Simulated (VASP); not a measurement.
# TiTe2 in VASP: notebook

The runs below take TiTe2 through single point, with PBE, r2SCAN.

Program: VASP 6.6.1. These are calculated values, not measurements. Logs are shortened: lines on timing, memory, paths and dates and some standing lists are left out, and cuts for length are marked.

## (1) The cell of the first run

The structure is trigonal, space group P-3m1 (No. 164). Conventional cell: a = 3.827 Å, b = 3.827 Å, c = 6.584 Å, α = 90.00°, β = 90.00°, γ = 120.00°. Te (site symmetry 3m) has 3 Ti at 2.81 Å within 3.7 Å. Ti (site symmetry -3m) has 6 Te at 2.81 Å within 3.7 Å.

## (2) Single point, PBE (volume scaled by 1.04)

Input file INCAR:

```
  PREC = Accurate
  ENCUT = 520
  EDIFF = 1E-6
  ISMEAR = -1
  SIGMA = 0.05
  LREAL = False
  LASPH = True
  NELM = 100
  ALGO = Normal
  ISIF = 2
  LWAVE = False
  LCHARG = False
  GGA = PE
  NBANDS = 19
```

Input file KPOINTS:

```
regular mesh
0
Gamma
  8 8 4
```

Input file POSCAR:

```
TiTe2
1.0
    3.8267030682      0.0000000000      0.0000000000
   -1.9133515341      3.3140220698      0.0000000000
    0.0000000000      0.0000000000      6.5835098060
Te Ti
2 1
Direct
    0.3333333333      0.6666666667      0.7372000000
    0.6666666667      0.3333333333      0.2628000000
    0.0000000000      0.0000000000      0.0000000000
```

Potentials or basis: VASP PAW PBE potentials, release 64 (Te, Ti_sv).

The run is started by

```console
$ cat potpaw_PBE.64/Te/POTCAR potpaw_PBE.64/Ti_sv/POTCAR > POTCAR
$ mpirun -np 1 vasp_std > vasp.out
```

OUTCAR:

```text
PREC = Accurate
   ENCUT = 520
   EDIFF = 1E-6
   ISMEAR = -1
   LREAL = False
   LASPH = True
   NELM = 100
   ISIF = 2
   GGA = PE

 ion  position               nearest neighbor table
   1  0.333  0.667  0.737-   3 2.81   3 2.81   3 2.81
   2  0.667  0.333  0.263-   3 2.81   3 2.81   3 2.81
   3  0.000  0.000  0.000-   1 2.81   2 2.81   1 2.81   2 2.81   2 2.81   1 2.81

  LATTYP: Found a hexagonal cell.
 ALAT       =     3.8267030682
 C/A-ratio  =     1.7204130262

  Lattice vectors:

 A1 = (   3.8267030682,   0.0000000000,   0.0000000000)
 A2 = (  -1.9133515341,   3.3140220698,   0.0000000000)
 A3 = (   0.0000000000,   0.0000000000,   6.5835098060)

Analysis of symmetry for initial positions (statically):
=====================================================================
 Subroutine PRICEL returns:
 Original cell was already a primitive cell.

 Routine SETGRP: Setting up the symmetry group for a
 hexagonal supercell.

 Subroutine GETGRP returns: Found 12 space group operations
 (whereof 12 operations were pure point group operations)
 out of a pool of 24 trial point group operations.

The static configuration has the point symmetry D_3d.

Analysis of symmetry for dynamics (positions and initial velocities):
=====================================================================
 Subroutine PRICEL returns:
 Original cell was already a primitive cell.

 Routine SETGRP: Setting up the symmetry group for a
 hexagonal supercell.

 Subroutine GETGRP returns: Found 12 space group operations
 (whereof 12 operations were pure point group operations)
 out of a pool of 24 trial point group operations.

The dynamic configuration has the point symmetry D_3d.

 Subroutine INISYM returns: Found 12 space group operations
 (whereof 12 operations are pure point group operations),
 and found     1 'primitive' translations

----------------------------------------------------------------------------------------

                                     Primitive cell

  volume of cell :      83.4906

  direct lattice vectors                    reciprocal lattice vectors
     3.826703068  0.000000000  0.000000000     0.261321556  0.150874071  0.000000000
    -1.913351534  3.314022070  0.000000000     0.000000000  0.301748141  0.000000000
     0.000000000  0.000000000  6.583509806     0.000000000  0.000000000  0.151894662

  length of vectors
     3.826703068  3.826703068  6.583509806     0.301748141  0.301748141  0.151894662

  position of ions in fractional coordinates (direct lattice)
     0.333333333  0.666666667  0.737200000
     0.666666667  0.333333333  0.262800000
     0.000000000  0.000000000  0.000000000

  ion indices of the primitive-cell ions
   primitive index   ion index
                 1           1
                 2           2
                 3           3

----------------------------------------------------------------------------------------

 KPOINTS: regular mesh

Automatic generation of k-mesh.
 Grid dimensions read from file:
 generate k-points for:    8    8    4

 Generating k-lattice:

  Cartesian coordinates                     Fractional coordinates (reciprocal lattice)
     0.032665194  0.018859259  0.000000000     0.125000000  0.000000000  0.000000000
     0.000000000  0.037718518  0.000000000     0.000000000  0.125000000  0.000000000
     0.000000000  0.000000000  0.037973666     0.000000000  0.000000000  0.250000000

  Length of vectors
     0.037718518  0.037718518  0.037973666

  Shift w.r.t. Gamma in fractional coordinates (k-lattice)
     0.000000000  0.000000000  0.000000000

 Subroutine IBZKPT returns following result:
 ===========================================

 Found     35 irreducible k-points:

 Following reciprocal coordinates:
            Coordinates               Weight
  0.000000  0.000000  0.000000      1.000000
  0.125000 -0.000000  0.000000      6.000000
  0.250000 -0.000000  0.000000      6.000000
  0.375000 -0.000000  0.000000      6.000000
  0.500000 -0.000000  0.000000      3.000000
  0.125000  0.125000  0.000000      6.000000
[... 16 lines left out ...]
 -0.125000  0.500000  0.250000     12.000000
  0.250000  0.250000  0.250000     12.000000
 [... further k-points ...]
   k-points           NKPTS =     35   k-points in BZ     NKDIM =     35   number of bands    NBANDS=     19
   number of dos      NEDOS =    301   number of ions     NIONS =      3
   total plane-waves  NPLWV =  39200
   dimension x,y,z NGX =    28 NGY =   28 NGZ =   50
   dimension x,y,z NGXF=    56 NGYF=   56 NGZF=  100
   ions per type =               2   1
   NGX,Y,Z   is equivalent  to a cutoff of  12.16, 12.16, 12.63 a.u.
   NGXF,Y,Z  is equivalent  to a cutoff of  24.33, 24.33, 25.25 a.u.
 SYSTEM =  unknown system
   PREC   = accura    normal or accurate (medium, high low for compatibility)
   ISTART =      0    job   : 0-new  1-cont  2-samecut
   ICHARG =      2    charge: 1-file 2-atom 10-const
   ISPIN  =      1    spin polarized calculation?
   LNONCOLLINEAR =      F non collinear calculations
   LSORBIT =      F    spin-orbit coupling
   LASPH  =      T    aspherical Exc in radial PAW
   ENCUT  =  520.0 eV  38.22 Ry    6.18 a.u.   7.12  7.12 12.24*2*pi/ulx,y,z
   NELM   =    100;   NELMIN=  2; NELMDL= -5     # of ELM steps
   EDIFF  = 0.1E-05   stopping-criterion for ELM
   LREAL  =      F    real-space projection
   EDIFFG = 0.1E-04   stopping-criterion for IOM
   NSW    =      0    number of steps for IOM
   IBRION =     -1    ionic relax: 0-MD 1-quasi-New 2-CG
   NFREE  =      0    steps in history (QN), initial steepest desc. (CG)
   ISIF   =      2    stress and relaxation
   ISYM   =      2    0-nonsym 1-usesym 2-fastsym
   POTIM  = 0.5000    time-step for ionic-motion
   TEBEG  =    0.0;   TEEND  =   0.0 temperature during run
   PSTRESS=    0.0 pullay stress
   NELECT =      24.0000    total number of electrons
   NUPDOWN=      -1.0000    fix difference up-down
   EMIN   =  10.00;   EMAX   =-10.00  energy-range for DOS
   EFERMI =   0.00;   METHOD = LEGACY
   ISMEAR =    -1;   SIGMA  =   0.05  broadening in eV -4-tet -1-fermi 0-gaus
   EFERMI_NEDOS =   21; number of points for ismear=-14 and -15
   IALGO  =     38    algorithm
   IMIX   =      4    mixing-type and parameters
     AMIX     =   0.40;   BMIX     =  1.00
     AMIX_MAG =   1.60;   BMIX_MAG =  1.00
  volume/ion in A,a.u.               =      27.83       187.81
  Fermi-wavevector in a.u.,A,eV,Ry     =   1.080437  2.041729 15.882675  1.167344
  Thomas-Fermi vector in A             =   2.216428
   LORBIT       =      0    0 simple, 1 ext, 2 COOP (PROOUT), +10 PAW based schemes
   GGA     = PE    functional components
   LHFCALC =     F    Hartree Fock is set to
   AEXX    =    0.0000 exact exchange contribution
   IVDW    =     0    specifies the selected vdW correction
   LEPSILON=     F    determine dielectric tensor
   LRPA    =     F    only Hartree local field effects (RPA)
 non-spin polarized calculation
  energy-cutoff  :      520.00
  volume of cell :       83.49
 maximum number of plane-waves:      2273
   NGX = 15   NGY = 15   NGZ = 25

 number of electron      23.9999995 magnetization

 Free energy of the ion-electron system (eV)
  ---------------------------------------------------
  ext. energy  EPLUGINS =         0.00000000
  ---------------------------------------------------
  free energy    TOTEN  =       -16.20918109 eV

  energy without entropy =      -16.19751299  energy(sigma->0) =      -16.20334704

 E-fermi :   6.3567     XC(G=0):  -9.6828

 val. band max:        6.3282831718   @ k =   0.5000  -0.0000   0.2500
 cond. band min:       6.3875303197   @ k =   0.5000  -0.0000   0.0000
 fundamental gap:      0.0592471479
 Fermi energy:         6.3567030725

 k-point     1 :       0.0000    0.0000    0.0000
  band No.  band energies     occupation
      1     -51.2135      2.00000
      2     -27.4620      2.00000
      3     -27.4620      2.00000
      4     -27.4183      2.00000
      5      -5.8189      2.00000
      6      -4.4317      2.00000
[... 11 lines left out ...]
     18      11.3957      0.00000
     19      11.9542      0.00000

 k-point     2 :       0.1250   -0.0000    0.0000
  band No.  band energies     occupation
      1     -51.2132      2.00000
      2     -27.4671      2.00000
      3     -27.4632      2.00000
      4     -27.4171      2.00000
      5      -5.6576      2.00000
      6      -4.3494      2.00000
[... 11 lines left out ...]
     18      12.2688      0.00000
     19      12.7172      0.00000

 k-point     3 :       0.2500   -0.0000    0.0000
  band No.  band energies     occupation
      1     -51.2124      2.00000
      2     -27.4792      2.00000
      3     -27.4660      2.00000
      4     -27.4144      2.00000
      5      -5.2092      2.00000
      6      -4.1457      2.00000
[... 11 lines left out ...]
     18      12.0440      0.00000
     19      12.7532      0.00000

 k-point     4 :       0.3750   -0.0000    0.0000
  band No.  band energies     occupation
      1     -51.2115      2.00000
      2     -27.4914      2.00000
      3     -27.4688      2.00000
      4     -27.4116      2.00000
      5      -4.6066      2.00000
      6      -3.9694      2.00000
[... 11 lines left out ...]
     18      11.7474      0.00000
     19      11.9323      0.00000

 k-point     5 :       0.5000   -0.0000    0.0000
  band No.  band energies     occupation
      1     -51.2112      2.00000
      2     -27.4964      2.00000
      3     -27.4700      2.00000
      4     -27.4105      2.00000
      5      -4.1925      2.00000
      6      -4.0057      2.00000
[... 11 lines left out ...]
     18      11.6181      0.00000
     19      11.8551      0.00000

 k-point     6 :       0.1250    0.1250    0.0000
  band No.  band energies     occupation
      1     -51.2126      2.00000
      2     -27.4751      2.00000
      3     -27.4658      2.00000
      4     -27.4152      2.00000
      5      -5.3521      2.00000
      6      -4.2050      2.00000
[... 11 lines left out ...]
     18      13.1634      0.00000
     19      13.2428      0.00000

 k-point     7 :       0.2500    0.1250    0.0000
  band No.  band energies     occupation
      1     -51.2118      2.00000
      2     -27.4860      2.00000
      3     -27.4698      2.00000
      4     -27.4125      2.00000
      5      -4.8207      2.00000
      6      -4.0031      2.00000
[... 11 lines left out ...]
     18      11.9511      0.00000
     19      12.8854      0.00000

 k-point     8 :       0.3750    0.1250    0.0000
  band No.  band energies     occupation
      1     -51.2112      2.00000
      2     -27.4936      2.00000
      3     -27.4728      2.00000
      4     -27.4105      2.00000
      5      -4.2735      2.00000
      6      -3.9310      2.00000
[... 256 lines left out ...]
 k-point    20 :       0.2500    0.1250    0.2500
  band No.  band energies     occupation
      1     -51.2118      2.00000
      2     -27.4860      2.00000
      3     -27.4698      2.00000
      4     -27.4125      2.00000
      5      -4.7326      2.00000
      6      -4.1179      2.00000
[... 11 lines left out ...]
     18      11.6515      0.00000
     19      12.6511      0.00000

 k-point    21 :      -0.1250    0.3750    0.2500
  band No.  band energies     occupation
      1     -51.2118      2.00000
      2     -27.4860      2.00000
      3     -27.4698      2.00000
      4     -27.4125      2.00000
      5      -4.7000      2.00000
      6      -4.1645      2.00000
[... 11 lines left out ...]
     18      11.7955      0.00000
     19      12.8616      0.00000

 k-point    22 :       0.3750    0.1250    0.2500
  band No.  band energies     occupation
      1     -51.2112      2.00000
      2     -27.4936      2.00000
      3     -27.4728      2.00000
      4     -27.4105      2.00000
      5      -4.2676      2.00000
      6      -3.9242      2.00000
[... 11 lines left out ...]
     18      11.3038      0.00000
     19      12.3004      0.00000

 k-point    23 :      -0.1250    0.5000    0.2500
  band No.  band energies     occupation
      1     -51.2112      2.00000
      2     -27.4936      2.00000
      3     -27.4728      2.00000
      4     -27.4105      2.00000
      5      -4.1875      2.00000
      6      -4.0188      2.00000
[... 11 lines left out ...]
     18      11.0891      0.00000
     19      12.5577      0.00000

 k-point    24 :       0.2500    0.2500    0.2500
  band No.  band energies     occupation
      1     -51.2112      2.00000
      2     -27.4898      2.00000
      3     -27.4766      2.00000
      4     -27.4105      2.00000
      5      -4.2664      2.00000
      6      -3.9476      2.00000
[... 11 lines left out ...]
     18      11.5656      0.00000
     19      12.2508      0.00000

 [... further k-points ...]
[... 5 lines left out ...]
  --------------------------------------------------------------------------------------
  -------------------------------------------------------------------------------------
  Total       -0.8206794     -0.8206794     -0.6664105      0.0000000      0.0000000     -0.0000000
  in kB      -15.7487631    -15.7487631    -12.7883583      0.0000000      0.0000000     -0.0000000
  external PRESSURE =     -14.7619615 kB  Pullay stress =       0.0000000 kB

 VOLUME and BASIS-vectors are now :
 -----------------------------------------------------------------------------
  energy-cutoff  :      520.00
  volume of cell :       83.49
      direct lattice vectors                 reciprocal lattice vectors
     3.826703068  0.000000000  0.000000000     0.261321556  0.150874071  0.000000000
    -1.913351534  3.314022070  0.000000000     0.000000000  0.301748141  0.000000000
     0.000000000  0.000000000  6.583509806     0.000000000  0.000000000  0.151894662

 POSITION                                       TOTAL-FORCE (eV/Angst)
 -----------------------------------------------------------------------------------
     -0.00000      2.20935      4.85336        -0.000000      0.000000      0.296229
      1.91335      1.10467      1.73015         0.000000     -0.000000     -0.296229
      0.00000      0.00000      0.00000         0.000000      0.000000      0.000000
 -----------------------------------------------------------------------------------
    total drift:                                0.000000     -0.000000      0.000000

  FREE ENERGIE OF THE ION-ELECTRON SYSTEM (eV)
  ---------------------------------------------------
  free  energy   TOTEN  =       -16.2091810919 eV

  energy  without entropy=      -16.1975129922  energy(sigma->0) =      -16.20334704
```

Wall time 48 s (1 thread of Intel Xeon 6975P-C, shared host); peak memory 0.22 GiB.

What came out:

```
Free energy            : -16.2092 eV
Pressure               : -1.5 GPa
Largest force          : 0.296 eV/Å
Band gap on the k mesh : zero (band 12 reaches 6.74 eV, above the bottom of band 13 at 6.14 eV)
```

Forces in eV/Å, atoms in the order of the input:
```
Te   0.000  0.000  0.296
Te   0.000  0.000 -0.296
Ti   0.000  0.000  0.000
```

Stress tensor (GPa, compression positive):
```
-1.57  0.00  0.00
 0.00 -1.57  0.00
 0.00  0.00 -1.28
```

Caveat: spin-orbit coupling is left out, which moves the levels of the heavy elements; this functional lacks dispersion, which binds the layers, so the pressure and a relaxed spacing across them are unreliable.

[end of part 1 of 2]
